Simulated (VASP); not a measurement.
# Si2Ge3 (I-4) in VASP: relaxation of cell and atoms with PBE

Aim: the relaxation of cell and atoms of Si2Ge3 with PBE.

Program: VASP 6.6.1. These are calculated values, not measurements. Logs are shortened: lines on timing, memory, paths and dates and some standing lists are left out, and cuts for length are marked.

**1. The cell of the first run**

The structure is tetragonal, space group I-4 (No. 82). Conventional cell: a = 8.790 Å, b = 8.790 Å, c = 5.560 Å, α = 90.00°, β = 90.00°, γ = 90.00°. Within 3.2 Å of Si (site symmetry 1) lie 4 Ge at 2.41 Å. Within 3.2 Å of Ge (site symmetry -4) lie 4 Si at 2.41 Å. Ge (site symmetry 1) has 1 Ge at 2.41 Å and 3 Si at 2.41 Å within 3.2 Å. Within 3.2 Å of Ge (site symmetry -4) lie 4 Ge at 2.41 Å.

**2. Relaxation of cell and atoms, PBE**

INCAR

```
SYSTEM = Si2Ge3
PREC = Accurate
ENCUT = 600
EDIFF = 1E-7
ISMEAR = 0
SIGMA = 0.2
LREAL = .False.
LASPH = .True.
NELM = 80
ALGO = Normal
ISIF = 3
LWAVE = .False.
LCHARG = .False.
GGA = PE
IBRION = 2
NSW = 36
EDIFFG = -0.08
```

KPOINTS

```
regular mesh
0
Gamma
  4 4 4
  0 0 0
```

POSCAR

```
Si2Ge3
1.0
   -4.3950000000      4.3950000000      2.7800000000
    4.3950000000     -4.3950000000      2.7800000000
    4.3950000000      4.3950000000     -2.7800000000
Si Ge
4 6
Direct
    0.6000000000      0.8000000000      0.4000000000
    0.4000000000      0.2000000000      0.6000000000
    0.2000000000      0.6000000000      0.8000000000
    0.8000000000      0.4000000000      0.2000000000
    0.7500000000      0.2500000000      0.5000000000
    0.3500000000      0.0500000000      0.9000000000
    0.0000000000      0.0000000000      0.0000000000
    0.9500000000      0.8500000000      0.3000000000
    0.1500000000      0.4500000000      0.1000000000
    0.5500000000      0.6500000000      0.7000000000
```

Potentials or basis: VASP PAW PBE potentials, release 64 (Si, Ge_d).

The run is started by

```sh
> cat potpaw_PBE.64/Si/POTCAR potpaw_PBE.64/Ge_d/POTCAR > POTCAR
> mpirun -np 1 vasp_std > vasp.out
```

OUTCAR:

```text
SYSTEM = Si2Ge3
   PREC = Accurate
   ENCUT = 600
   EDIFF = 1E-7
   ISMEAR = 0
   LREAL = .False.
   LASPH = .True.
   NELM = 80
   ISIF = 3
   GGA = PE
   IBRION = 2
   NSW = 36
   EDIFFG = -0.08

 ion  position               nearest neighbor table
   1  0.600  0.800  0.400-   8 2.41   9 2.41   5 2.41  10 2.41
   2  0.400  0.200  0.600-  10 2.41   6 2.41   8 2.41   5 2.41
   3  0.200  0.600  0.800-  10 2.41   6 2.41   5 2.41   9 2.41
   4  0.800  0.400  0.200-   5 2.41   8 2.41   9 2.41   6 2.41
   5  0.750  0.250  0.500-   4 2.41   3 2.41   2 2.41   1 2.41
   6  0.350  0.050  0.900-   3 2.41   2 2.41   4 2.41   7 2.41
   7  0.000  0.000  0.000-   8 2.41  10 2.41   6 2.41   9 2.41
   8  0.950  0.850  0.300-   7 2.41   4 2.41   1 2.41   2 2.41
   9  0.150  0.450  0.100-   4 2.41   1 2.41   3 2.41   7 2.41
  10  0.550  0.650  0.700-   3 2.41   2 2.41   7 2.41   1 2.41

  LATTYP: Found a body centered tetragonal cell.
 ALAT       =     8.7900000000
 C/A-ratio  =     0.6325369738

  Lattice vectors:

 A1 = (  -4.3950000000,   4.3950000000,   2.7800000000)
 A2 = (   4.3950000000,  -4.3950000000,   2.7800000000)
 A3 = (   4.3950000000,   4.3950000000,  -2.7800000000)

Analysis of symmetry for initial positions (statically):
=====================================================================
 Subroutine PRICEL returns:
 Original cell was already a primitive cell.

 Routine SETGRP: Setting up the symmetry group for a
 body centered tetragonal supercell.

 Subroutine GETGRP returns: Found  4 space group operations
 (whereof  4 operations were pure point group operations)
 out of a pool of 16 trial point group operations.

The static configuration has the point symmetry S_4 .

Analysis of symmetry for dynamics (positions and initial velocities):
=====================================================================
 Subroutine PRICEL returns:
 Original cell was already a primitive cell.

 Routine SETGRP: Setting up the symmetry group for a
 body centered tetragonal supercell.

 Subroutine GETGRP returns: Found  4 space group operations
 (whereof  4 operations were pure point group operations)
 out of a pool of 16 trial point group operations.

The dynamic configuration has the point symmetry S_4 .

 Subroutine INISYM returns: Found  4 space group operations
 (whereof  4 operations are pure point group operations),
 and found     1 'primitive' translations

----------------------------------------------------------------------------------------

                                     Primitive cell

  volume of cell :     214.7942

  direct lattice vectors                    reciprocal lattice vectors
    -4.395000000  4.395000000  2.780000000     0.000000000  0.113765643  0.179856115
     4.395000000 -4.395000000  2.780000000     0.113765643  0.000000000  0.179856115
     4.395000000  4.395000000 -2.780000000     0.113765643  0.113765643  0.000000000

  length of vectors
     6.808850858  6.808850858  6.808850858     0.212816455  0.212816455  0.160888915

  position of ions in fractional coordinates (direct lattice)
     0.600000000  0.800000000  0.400000000
     0.400000000  0.200000000  0.600000000
     0.200000000  0.600000000  0.800000000
     0.800000000  0.400000000  0.200000000
     0.750000000  0.250000000  0.500000000
     0.350000000  0.050000000  0.900000000
     0.000000000  0.000000000  0.000000000
     0.950000000  0.850000000  0.300000000
     0.150000000  0.450000000  0.100000000
     0.550000000  0.650000000  0.700000000

  ion indices of the primitive-cell ions
   primitive index   ion index
                 1           1
                 2           2
                 3           3
                 4           4
                 5           5
                 6           6
                 7           7
                 8           8
                 9           9
                10          10

----------------------------------------------------------------------------------------

 KPOINTS: regular mesh

Automatic generation of k-mesh.
 Grid dimensions read from file:
 generate k-points for:    4    4    4

 Generating k-lattice:

  Cartesian coordinates                     Fractional coordinates (reciprocal lattice)
     0.000000000  0.028441411  0.044964029     0.250000000  0.000000000  0.000000000
     0.028441411  0.000000000  0.044964029     0.000000000  0.250000000  0.000000000
     0.028441411  0.028441411  0.000000000     0.000000000  0.000000000  0.250000000

  Length of vectors
     0.053204114  0.053204114  0.040222229

  Shift w.r.t. Gamma in fractional coordinates (k-lattice)
     0.000000000  0.000000000  0.000000000

 Subroutine IBZKPT returns following result:
 ===========================================

 Found     14 irreducible k-points:

 Following reciprocal coordinates:
            Coordinates               Weight
  0.000000  0.000000  0.000000      1.000000
  0.250000  0.000000 -0.000000      8.000000
  0.500000  0.000000 -0.000000      4.000000
  0.250000  0.250000 -0.000000      8.000000
  0.500000  0.250000 -0.000000      8.000000
 -0.250000  0.500000  0.000000      8.000000
 -0.250000  0.250000  0.000000      4.000000
  0.500000  0.500000 -0.000000      2.000000
  0.250000  0.250000  0.250000      2.000000
 -0.250000  0.250000  0.250000      4.000000
  0.500000  0.500000  0.250000      4.000000
 -0.250000  0.500000  0.250000      8.000000
 -0.250000 -0.250000  0.250000      2.000000
  0.500000  0.500000  0.500000      1.000000
   k-points           NKPTS =     14   k-points in BZ     NKDIM =     14   number of bands    NBANDS=     60
   number of dos      NEDOS =    301   number of ions     NIONS =     10
   total plane-waves  NPLWV = 157464
   dimension x,y,z NGX =    54 NGY =   54 NGZ =   54
   dimension x,y,z NGXF=   108 NGYF=  108 NGZF=  108
   ions per type =               4   6
   NGX,Y,Z   is equivalent  to a cutoff of  13.18, 13.18, 13.18 a.u.
   NGXF,Y,Z  is equivalent  to a cutoff of  26.37, 26.37, 26.37 a.u.
 SYSTEM =  Si2Ge3
   PREC   = accura    normal or accurate (medium, high low for compatibility)
   ISTART =      0    job   : 0-new  1-cont  2-samecut
   ICHARG =      2    charge: 1-file 2-atom 10-const
   ISPIN  =      1    spin polarized calculation?
   LNONCOLLINEAR =      F non collinear calculations
   LSORBIT =      F    spin-orbit coupling
   LASPH  =      T    aspherical Exc in radial PAW
   ENCUT  =  600.0 eV  44.10 Ry    6.64 a.u.  13.60 13.60 13.60*2*pi/ulx,y,z
   NELM   =     80;   NELMIN=  2; NELMDL= -5     # of ELM steps
   EDIFF  = 0.1E-06   stopping-criterion for ELM
   LREAL  =      F    real-space projection
   EDIFFG = -.8E-01   stopping-criterion for IOM
   NSW    =     36    number of steps for IOM
   IBRION =      2    ionic relax: 0-MD 1-quasi-New 2-CG
   NFREE  =      1    steps in history (QN), initial steepest desc. (CG)
   ISIF   =      3    stress and relaxation
   ISYM   =      2    0-nonsym 1-usesym 2-fastsym
   POTIM  = 0.5000    time-step for ionic-motion
   TEBEG  =    0.0;   TEEND  =   0.0 temperature during run
   PSTRESS=    0.0 pullay stress
   NELECT =     100.0000    total number of electrons
   NUPDOWN=      -1.0000    fix difference up-down
   EMIN   =  10.00;   EMAX   =-10.00  energy-range for DOS
   EFERMI =   0.00;   METHOD = LEGACY
   ISMEAR =     0;   SIGMA  =   0.20  broadening in eV -4-tet -1-fermi 0-gaus
   EFERMI_NEDOS =   21; number of points for ismear=-14 and -15
   IALGO  =     38    algorithm
   IMIX   =      4    mixing-type and parameters
     AMIX     =   0.40;   BMIX     =  1.00
     AMIX_MAG =   1.60;   BMIX_MAG =  1.00
  volume/ion in A,a.u.               =      21.48       144.95
  Fermi-wavevector in a.u.,A,eV,Ry     =   1.268822  2.397726 21.904140  1.609909
  Thomas-Fermi vector in A             =   2.401896
   LORBIT       =      0    0 simple, 1 ext, 2 COOP (PROOUT), +10 PAW based schemes
   GGA     = PE    functional components
   LHFCALC =     F    Hartree Fock is set to
   AEXX    =    0.0000 exact exchange contribution
   IVDW    =     0    specifies the selected vdW correction
   LEPSILON=     F    determine dielectric tensor
   LRPA    =     F    only Hartree local field effects (RPA)
 conjugate gradient relaxation of ions
 non-spin polarized calculation
 Gauss-broadening in eV      SIGMA  =   0.20
  energy-cutoff  :      600.00
  volume of cell :      214.79
 maximum number of plane-waves:      7267
   NGX = 27   NGY = 27   NGZ = 27

--------------------------------------- Ionic step        1  -------------------------------------------

 number of electron     100.0000012 magnetization

 Free energy of the ion-electron system (eV)
  ---------------------------------------------------
  ext. energy  EPLUGINS =         0.00000000
  ---------------------------------------------------
  free energy    TOTEN  =       -48.47094911 eV

  energy without entropy =      -48.47003723  energy(sigma->0) =      -48.47049317

------------------------ aborting loop because EDIFF is reached ----------------------------------------

  FORCE on cell =-STRESS in cart. coord.  units (eV):
  Direction    XX          YY          ZZ          XY          YZ          ZX
  --------------------------------------------------------------------------------------
  -------------------------------------------------------------------------------------
  Total        3.8317019      3.8317019      3.7990549     -0.0000000      0.0000000      0.0000000
  in kB       28.5811531     28.5811531     28.3376350     -0.0000000      0.0000000      0.0000000
  external PRESSURE =      28.4999804 kB  Pullay stress =       0.0000000 kB
[... 161 lines left out ...]
  energy  without entropy=      -48.5772678130  energy(sigma->0) =      -48.57788921

--------------------------------------- Ionic step        5  -------------------------------------------

 number of electron     100.0000015 magnetization

 Free energy of the ion-electron system (eV)
  ---------------------------------------------------
  ext. energy  EPLUGINS =         0.00000000
  ---------------------------------------------------
  free energy    TOTEN  =       -48.58197707 eV

  energy without entropy =      -48.58077642  energy(sigma->0) =      -48.58137675

 E-fermi :   5.2955     XC(G=0):  -9.6045

 val. band max:        4.9979145497   @ k =   0.0000   0.0000   0.0000
 cond. band min:       5.6176873215   @ k =   0.5000   0.0000  -0.0000
 fundamental gap:      0.6197727718
 Fermi energy:         5.2955187042

 k-point     1 :       0.0000    0.0000    0.0000
  band No.  band energies     occupation
      1     -19.5674      2.00000
      2     -19.5674      2.00000
      3     -19.5664      2.00000
      4     -19.4951      2.00000
      5     -19.4951      2.00000
      6     -19.4049      2.00000
[... 908 lines left out ...]
  FREE ENERGIE OF THE ION-ELECTRON SYSTEM (eV)
  ---------------------------------------------------
  free  energy   TOTEN  =       -48.5819770744 eV

  energy  without entropy=      -48.5807764234  energy(sigma->0) =      -48.58137675

 reached required accuracy - stopping structural energy minimisation
```

It took 14 min on 1 thread of AMD EPYC 9R45 (Zen 5), shared host; peak memory 0.48 GiB.

Results:

```yaml
Free_energy: -48.5820 eV
Relaxed_volume: 22.26 Å³/atom
Relaxed_cell: a = 6.890 Å, b = 6.890 Å, c = 6.890 Å, α = 99.59°, β = 99.59°, γ = 131.82°
Space_group_after_relaxing_to_0.05_Å: I-4 (No. 82)
Energy_gained_by_relaxing: 11.1 meV/atom
Ionic_steps: 5
Pressure_after_relaxing: 0.1 GPa
Largest_force_after_relaxing: 0.058 eV/Å
Band_gap_on_the_k_mesh: 0.62 eV, indirect (least direct gap 1.02 eV)
```

Forces on the atoms (eV/Å):
```
Si   0.055 -0.013  0.014
Si  -0.055  0.013  0.014
Si  -0.013 -0.055 -0.014
Si   0.013  0.055 -0.014
Ge   0.000  0.000  0.000
Ge   0.015  0.001  0.017
Ge   0.000  0.000  0.000
Ge   0.001 -0.015 -0.017
Ge  -0.015 -0.001  0.017
Ge  -0.001  0.015 -0.017
```

Step by step:
```
step  energy change (eV)  largest force (eV/Å)  pressure (GPa)  volume (Å³)
   1              0.0000                0.5087            2.85       214.79
   2             -0.0861                0.1911           -1.25       226.89
   3             -0.0959                0.2616           -0.34       223.84
   4             -0.1076                0.1223           -0.13       223.16
   5             -0.1110                0.0582            0.06       222.55
```

Final structure:
```cif
data_structure
_symmetry_space_group_name_H-M 'P 1'
_symmetry_Int_Tables_number 1
_cell_length_a 6.8902
_cell_length_b 6.8902
_cell_length_c 6.8902
_cell_angle_alpha 99.591
_cell_angle_beta 99.591
_cell_angle_gamma 131.818
_cell_volume 222.55
loop_
_atom_site_label
_atom_site_type_symbol
_atom_site_fract_x
_atom_site_fract_y
_atom_site_fract_z
_atom_site_occupancy
Si1 Si 0.59990 0.80043 0.40023 1
Si2 Si 0.40021 0.19967 0.59977 1
Si3 Si 0.19957 0.59979 0.79947 1
Si4 Si 0.80033 0.40010 0.20053 1
Ge1 Ge 0.75000 0.25000 0.50000 1
Ge2 Ge 0.35652 0.05116 0.89822 1
Ge3 Ge 0.00000 0.00000 0.00000 1
Ge4 Ge 0.94884 0.84706 0.30536 1
Ge5 Ge 0.15294 0.45830 0.10178 1
Ge6 Ge 0.54170 0.64348 0.69464 1
```

Levels at points of the mesh, in eV from the valence-band top:
| k point | band 46 | band 47 | band 48 | band 49 | band 50 | band 51 | band 52 | band 53 | band 54 | band 55 |
| --- | --- | --- | --- | --- | --- | --- | --- | --- | --- | --- |
| (0.00, 0.00, 0.00) | -2.93 | -2.90 | 0.00 | 0.00 | 0.00 | 1.02 | 2.51 | 2.51 | 2.52 | 3.22 |
| (0.50, 0.00, 0.00) | -2.21 | -1.47 | -1.37 | -1.28 | -1.27 | 0.62 | 2.38 | 2.42 | 2.48 | 2.65 |
| (0.50, 0.50, 0.00) | -2.66 | -2.08 | -2.07 | -1.11 | -1.00 | 0.70 | 0.89 | 2.07 | 2.14 | 2.26 |
| (0.50, 0.50, 0.50) | -2.76 | -2.20 | -2.07 | -2.07 | -2.07 | 0.70 | 0.89 | 1.64 | 1.73 | 1.79 |

Caveat: the relaxation stopped at a loose force limit of 0.08 eV/Å, so its end isn't a converged minimum. A k mesh can miss the band edges.
